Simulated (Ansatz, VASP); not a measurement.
One calculation of Mg, two programs

The input INCAR:

```
PREC = Accurate
ENCUT = 520
EDIFF = 1E-7
ISMEAR = -1
SIGMA = 0.05
LREAL = False
LASPH = True
NELM = 60
ALGO = Normal
ISIF = 2
LWAVE = False
LCHARG = False
GGA = CA
NBANDS = 9
```

File KPOINTS:

```
Automatic mesh
0
Gamma
  15 15 9
```

The input POSCAR:

```
Mg
1.0
    2.6209760657      0.0000000000      0.0000000000
   -1.3104880329      2.2698318556      0.0000000000
    0.0000000000      0.0000000000      4.2124959861
Mg
2
Direct
    0.3333333333      0.6666666667      0.2500000000
    0.6666666667      0.3333333333      0.7500000000
```

Input for Ansatz:

```yaml
crystal:
  lattice:
    - [2.6209760657, 0.0, 0.0]
    - [-1.3104880329, 2.2698318556, 0.0]
    - [0.0, 0.0, 4.2124959861]
  atoms:
    - { symbol: Mg, position: [0.3333333333, 0.6666666667, 0.25] }
    - { symbol: Mg, position: [0.6666666667, 0.3333333333, 0.75] }
kpoints:
  mp_grid: { grid: [15, 15, 9] }
scf:
  occupations: { method: fermi_dirac, width: 0.05 }
hamiltonian:
  xc: lda
  pseudopotentials: { kind: all_electron, lapw: { basis_error: 0.001 } }
output:
  forces: true
  stress: true
  eigenvalues: true
  populations: true
```

Change from the starting cell: volume scaled by 0.58, LAPW.

Alike in both runs: task single point; functional LDA; k mesh 15 × 15 × 9; occupations fermi-dirac, width 0.05 eV; no spin polarisation.

|  | VASP | Ansatz |
| --- | --- | --- |
| version | VASP 6.6.1 | Ansatz 0.2.0 |
| potentials or method | VASP PAW LDA potentials, release 64 (Mg), cutoff 520 eV | all-electron LAPW, scalar-relativistic |

Ansatz gave:

| Property | Result |
| --- | --- |
| pressure (GPa) | 63.1 |
| traceless stress, the component that is largest in VASP (GPa) | 0.11 |

Task: What did VASP give for the same quantities?

Result: Pressure (GPa): 63.7; traceless stress, the component that is largest in VASP (GPa): 0.14.

LDA's correlation is that of Perdew and Zunger in VASP and of Perdew and Wang (1992) in Ansatz. Both programs put the cell under a high pressure, so it lies far from rest at this level. Ansatz ran all-electron here, and VASP with PAW potentials.

Noted on VASP's run: the cell as given lies far from equilibrium.
